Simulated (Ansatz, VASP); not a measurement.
**Ga27As26: VASP beside Ansatz**

```
Ga As
1.0
     0.00000    8.48055    8.48055
     8.48055    0.00000    8.48055
     8.48055    8.48055    0.00000
Ga As
27 26
Direct
  0.00079 0.00139 0.00059
  0.99886 0.99957 0.33618
  0.99847 0.99856 0.66852
  0.00153 0.32785 0.00196
  0.99868 0.33468 0.33408
  0.99890 0.33444 0.66602
  0.99856 0.66797 0.99876
  0.99863 0.66636 0.33408
  0.99859 0.66763 0.66852
  0.33189 0.00058 0.00043
  0.33458 0.99858 0.33420
  0.33432 0.99882 0.66604
  0.33379 0.33446 0.99890
  0.33330 0.33346 0.33322
  0.33383 0.33442 0.66614
  0.33391 0.66625 0.99879
  0.33431 0.66628 0.33424
  0.33407 0.66640 0.66657
  0.66810 0.99857 0.99867
  0.66618 0.99858 0.33412
  0.66774 0.99858 0.66852
  0.66579 0.33440 0.99900
  0.66584 0.33481 0.33401
  0.66621 0.33433 0.66654
  0.66822 0.66791 0.99869
  0.66633 0.66637 0.33434
  0.66629 0.66631 0.66662
  0.08401 0.08409 0.41521
  0.08380 0.08389 0.75107
  0.08342 0.41443 0.08375
  0.08333 0.41695 0.41655
  0.08345 0.41443 0.75188
  0.08354 0.75154 0.08371
  0.08380 0.75074 0.41507
  0.08394 0.74973 0.74995
  0.41468 0.08389 0.08381
  0.41675 0.08344 0.41658
  0.41470 0.08388 0.75105
  0.41640 0.41686 0.08329
  0.41645 0.41686 0.41667
  0.41676 0.41699 0.74979
  0.41464 0.75105 0.08381
  0.41696 0.74968 0.41713
  0.41689 0.74979 0.74975
  0.75108 0.08390 0.08373
  0.75031 0.08413 0.41507
  0.74966 0.08413 0.74990
  0.75130 0.41457 0.08373
  0.74962 0.41700 0.41709
  0.74972 0.41692 0.74986
  0.74969 0.74974 0.08422
  0.74963 0.74965 0.41716
  0.74971 0.74975 0.74991
```

Alike in both runs: task single point; functional PBE; k mesh 1 × 1 × 1; occupations gaussian, width 0.05 eV; collinear spin.

|  | VASP | Ansatz |
| --- | --- | --- |
| version | VASP 6.6.1 | Ansatz 0.2.0 |
| potentials or method | VASP PAW PBE potentials, release 64 (Ga_d, As), cutoff 520 eV | scalar-relativistic, plane waves, PAW |
| valence electrons in the cell | 481 | 741 |

VASP gave:

| Quantity | Value |
| --- | --- |
| rms of the force components (eV/Å) | 0.008 |
| net moment per atom (μB) | 0.00 |

Q: Estimate Ansatz's values.

A: rms of the force components (eV/Å): 0.006; net moment per atom (μB): 0.00.

Atom by atom the forces differ by 0.005 eV/Å (rms over components). With one functional, cell and mesh, what is left measures potentials, basis and numerics. VASP's potentials hold 481 valence electrons a cell and Ansatz's 741, so a difference there can come from the potentials and not from the codes. Ansatz's warnings: seeded moment not kept.
